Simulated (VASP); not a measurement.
# Sn (I4_1/amd) in VASP: a series of runs, part 2 of 2

VASP 6.6.1. The steps go on from the part before.

**3. Single point, PBE**

This run uses another cell than the first one, of 24.30 Å³/atom, 0.894 times its volume.

Contents of INCAR:

```
  ALGO = Fast
  EDIFF = 1E-6
  ENCUT = 520
  GGA = PE
  ISIF = 2
  ISMEAR = 0
  LASPH = T
  LCHARG = F
  LREAL = F
  LWAVE = F
  NBANDS = 21
  NELM = 100
  PREC = Accurate
  SIGMA = 0.3
```

Contents of KPOINTS:

```
k-points
0
Gamma
  16 16 16
```

Contents of POSCAR:

```
Sn
1.0
   -2.8255567647      2.8255567647      1.5215805696
    2.8255567647     -2.8255567647      1.5215805696
    2.8255567647      2.8255567647     -1.5215805696
Sn
2
Direct
    0.0000000000      0.0000000000      0.0000000000
    0.7500000000      0.2500000000      0.5000000000
```

Potentials or basis: VASP PAW PBE potentials, release 64 (Sn_d).

Run with:

```
$ cat potpaw_PBE.64/Sn_d/POTCAR > POTCAR
$ mpirun -np 1 vasp_std > vasp.out
```

OUTCAR:

```text
EDIFF = 1E-6
   ENCUT = 520
   GGA = PE
   ISIF = 2
   ISMEAR = 0
   LASPH = T
   LREAL = F
   NELM = 100
   PREC = Accurate

 ion  position               nearest neighbor table
   1  0.000  0.000  0.000-   2 2.93   2 2.93   2 2.93   2 2.93   2 3.63   2 3.63   2 3.63   2 3.63

   2  0.750  0.250  0.500-   1 2.93   1 2.93   1 2.93   1 2.93   1 3.63   1 3.63   1 3.63   1 3.63

  LATTYP: Found a body centered tetragonal cell.
 ALAT       =     5.6511135294
 C/A-ratio  =     0.5385064595

  Lattice vectors:

 A1 = (  -2.8255567647,   2.8255567647,   1.5215805696)
 A2 = (   2.8255567647,  -2.8255567647,   1.5215805696)
 A3 = (   2.8255567647,   2.8255567647,  -1.5215805696)

Analysis of symmetry for initial positions (statically):
=====================================================================
 Subroutine PRICEL returns:
 Original cell was already a primitive cell.

 Routine SETGRP: Setting up the symmetry group for a
 body centered tetragonal supercell.

 Subroutine GETGRP returns: Found 16 space group operations
[... 164 lines left out ...]
  free energy    TOTEN  =        -7.39271921 eV

  energy without entropy =       -7.35745029  energy(sigma->0) =       -7.37508475

 E-fermi :   9.4370     XC(G=0): -10.8370

 val. band max:        9.4287768933   @ k =   0.4375   0.3750  -0.0000
 cond. band min:       9.4392852731   @ k =   0.5000   0.1250   0.0625
 fundamental gap:      0.0105083798
 Fermi energy:         9.4370391939

 k-point     1 :       0.0000    0.0000    0.0000
  band No.  band energies     occupation
      1     -12.4285      2.00000
      2     -12.3256      2.00000
      3     -12.2677      2.00000
      4     -12.2590      2.00000
      5     -12.0269      2.00000
      6     -12.0269      2.00000
[... 565 lines left out ...]
     20      19.9977      0.00000
     21      20.5047      0.00000

 [... further k-points ...]

------------------------ aborting loop because EDIFF is reached ----------------------------------------

  FORCE on cell =-STRESS in cart. coord.  units (eV):
  Direction    XX          YY          ZZ          XY          YZ          ZX
  --------------------------------------------------------------------------------------
  -------------------------------------------------------------------------------------
  Total        3.2975517      3.2975517      3.2918063      0.0000000      0.0000000      0.0000000
  in kB      108.7274451    108.7274451    108.5380041      0.0000000      0.0000000      0.0000000
  external PRESSURE =     108.6642981 kB  Pullay stress =       0.0000000 kB

 VOLUME and BASIS-vectors are now :
 -----------------------------------------------------------------------------
  energy-cutoff  :      520.00
  volume of cell :       48.59
      direct lattice vectors                 reciprocal lattice vectors
    -2.825556765  2.825556765  1.521580570     0.000000000  0.176956275  0.328605668
     2.825556765 -2.825556765  1.521580570     0.176956275  0.000000000  0.328605668
     2.825556765  2.825556765 -1.521580570     0.176956275  0.176956275  0.000000000

 POSITION                                       TOTAL-FORCE (eV/Angst)
 -----------------------------------------------------------------------------------
      0.00000      0.00000      0.00000         0.000000     -0.000000     -0.000000
      0.00000      2.82556      0.76079        -0.000000      0.000000      0.000000
 -----------------------------------------------------------------------------------
    total drift:                                0.000000     -0.000000      0.000000

  FREE ENERGIE OF THE ION-ELECTRON SYSTEM (eV)
  ---------------------------------------------------
  free  energy   TOTEN  =        -7.3927192089 eV

  energy  without entropy=       -7.3574502903  energy(sigma->0) =       -7.37508475
```

OSZICAR:

```text
N       E                     dE             d eps       ncg     rms          rms(c)
DAV:   1     0.222196283792E+03    0.22220E+03   -0.14354E+04 14978   0.218E+03
DAV:   2     0.150966345811E+02   -0.20710E+03   -0.20267E+03 14783   0.459E+02
DAV:   3    -0.674263068452E+01   -0.21839E+02   -0.21668E+02 16872   0.134E+02
DAV:   4    -0.740024128433E+01   -0.65761E+00   -0.65719E+00 16831   0.256E+01
DAV:   5    -0.742621606446E+01   -0.25975E-01   -0.25974E-01 20343   0.478E+00    0.292E+00
RMM:   6    -0.740139661256E+01    0.24819E-01   -0.29378E-02 18002   0.211E+00    0.169E+00
RMM:   7    -0.739262685721E+01    0.87698E-02   -0.24193E-02 18016   0.184E+00    0.159E-01
RMM:   8    -0.739257631424E+01    0.50543E-04   -0.39591E-03 19808   0.671E-01    0.613E-02
RMM:   9    -0.739270767856E+01   -0.13136E-03   -0.12571E-03 24001   0.273E-01    0.345E-02
RMM:  10    -0.739271445362E+01   -0.67751E-05   -0.83054E-05 19931   0.952E-02    0.168E-02
RMM:  11    -0.739271874869E+01   -0.42951E-05   -0.37539E-05 22210   0.574E-02    0.723E-03
RMM:  12    -0.739271920890E+01   -0.46021E-06   -0.76911E-06 15994   0.228E-02
   1 F= -.73927192E+01 E0= -.73750847E+01  d E =-.352689E-01
```

It took 3.3 min on 1 thread of Intel Xeon 6975P-C, shared host; peak memory 0.39 GiB.

What came out:

- Free energy: -7.3927 eV
- Pressure: 10.9 GPa
- Band gap on the k mesh: zero (band 14 reaches 11.24 eV, above the bottom of band 15 at 6.35 eV)

Levels at points of the mesh, in eV from the Fermi level:
```
           k point  band 11  band 12  band 13  band 14  band 15  band 16  band 17  band 18
(0.00, 0.00, 0.00)   -12.03    -3.43    -2.36    -2.36     2.74     6.67     6.67     7.82
(0.50, 0.00, 0.00)    -7.10    -5.80    -2.22    -2.03    -1.32     2.14     3.10     5.21
(0.50, 0.50, 0.00)    -9.57    -9.57     0.50     0.50     1.68     1.68     6.68     6.68
(0.50, 0.50, 0.50)    -7.93    -7.93    -5.50    -5.50     5.64     5.64    10.33    10.33
```

Caveat: spin-orbit coupling is left out, which moves the levels of the heavy elements.
